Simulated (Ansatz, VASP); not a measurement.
**Two plane-wave programs on BaTiO3**

```
Ba Ti O
1.0
     4.53388   -2.93796   -2.84449
    -4.17915   -2.17324    2.57872
    -4.67624    2.67138   -2.77803
Ba Ti O
2 2 6
Cartesian
  0.0840 -2.6676 -2.9251
  0.3596 -5.0980 -0.2695
  -2.2602 -0.0254 -2.8155
  -2.0304 -2.4394 -0.1341
  0.1677 -2.5637 -0.1876
  -0.0743 -0.1457 -2.8591
  -2.1593 -1.1997 -1.5176
  -6.5741 -0.9440 -1.6257
  -2.3575 1.3116 -1.4278
  -2.0878 -1.1006 1.2786
```

Alike in both runs: task single point; functional PBE; k mesh 4 × 4 × 3; occupations fermi-dirac, width 0.05 eV; no spin polarisation.

|  | VASP | Ansatz |
| --- | --- | --- |
| version | VASP 6.6.1 | Ansatz 0.2.0 |
| potentials or method | VASP PAW PBE potentials, release 64 (Ba_sv, Ti_sv, O) | Ansatz PAW |
| plane-wave cutoff (eV) | 520 | 420 |
| valence electrons in the cell | 80 | 80 |

VASP gave:

| Property | Result |
| --- | --- |
| gap on the k mesh at the Fermi level (eV) | 0.94 |
| least direct gap on the mesh (eV) | 0.94 |
| pressure (GPa) | 16.8 |
| traceless stress, the component that is largest in VASP (GPa) | 23.11 |
| rms of the force components (eV/Å) | 0.359 |

Problem. What did Ansatz give for the same quantities?

Solution. gap on the k mesh at the Fermi level (eV): 1.02; least direct gap on the mesh (eV): 1.02; pressure (GPa): 14.6; traceless stress, the component that is largest in VASP (GPa): 21.94; rms of the force components (eV/Å): 0.339.

Atom by atom the forces differ by 0.024 eV/Å (rms over components). The functional is the same, so the differences come from potentials, cutoffs and numerics.

The k mesh is coarse, so the values compare programs but aren't converged. Neither program's run includes spin-orbit coupling. Noted on Ansatz's run: odd divisions of the mesh miss points on the zone boundary, where band edges often lie, so the gap on the mesh can be too wide.
